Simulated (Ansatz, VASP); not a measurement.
Given: the input of a run of VASP 6.6.1 on Te.

File INCAR:

```
  PREC = Accurate
  ENCUT = 520
  EDIFF = 1E-6
  ISMEAR = -1
  SIGMA = 0.05
  LREAL = False
  LASPH = True
  NELM = 60
  ALGO = Normal
  ISIF = 2
  LWAVE = False
  LCHARG = False
  GGA = PS
  NBANDS = 16
```

The input KPOINTS:

```
regular mesh
0
Gamma
  7 7 5
```

Contents of POSCAR:

```
Te
1.0
    3.8952160867     -2.1903349161      0.0000000000
    3.8952160867      2.1903349161      0.0000000000
   -0.0961401773      0.0000000000      6.0932986579
Te
3
Direct
    0.0000000000      0.0000000000      0.0000000000
    0.3094466100      0.3094466100      0.3388094900
    0.6905533900      0.6905533900      0.6611905100
```

Potentials or basis: VASP PAW PBE potentials, release 64 (Te).

The run is started by

```bash
$ cat potpaw_PBE.64/Te/POTCAR > POTCAR
$ mpirun -np 1 vasp_std > vasp.out
```

Question: Set up the same calculation for Ansatz 0.2.0. Potentials there: Ansatz PAW.

Answer: As run (the cutoff follows the program's own potentials):

input.yaml

```yaml
crystal:
  lattice:
    - [3.8952160867, -2.1903349161, 0.0]
    - [3.8952160867, 2.1903349161, 0.0]
    - [-0.0961401773, 0.0, 6.0932986579]
  atoms:
    - { symbol: Te, position: [0.0, 0.0, 0.0] }
    - { symbol: Te, position: [0.30944661, 0.30944661, 0.33880949] }
    - { symbol: Te, position: [0.69055339, 0.69055339, 0.66119051] }
hamiltonian:
  xc: pbesol
  pseudopotentials: { kind: paw }
kpoints:
  mp_grid: { grid: [7, 7, 5] }
scf:
  occupations: { method: fermi_dirac, width: 0.05 }
output:
  forces: true
  stress: true
  eigenvalues: true
```

Potentials or basis: Ansatz PAW.

Launch:

```console
$ ansatz run input.yaml --threads 1 --pin off --max-ram 3584MiB --backend cpu --events-out ev --progress --plain --runs-dir out
```

Both were run:

|  | VASP | Ansatz | Ansatz less VASP |
| --- | --- | --- | --- |
| pressure (GPa) | -4.3 | -4.3 | -0.02 |
| traceless stress, the component that is largest in VASP (GPa) | -0.69 | -0.70 | -0.011 |
| rms of the force components (eV/Å) | 0.026 | 0.029 | +0.0029 |

VASP's potentials were made for PBE, not for PBEsol. Atom by atom the forces differ by 0.003 eV/Å (rms over components). VASP's potentials hold 18 valence electrons a cell and Ansatz's 48, so a difference there can come from the potentials and not from the codes.

Spin-orbit coupling is off throughout.
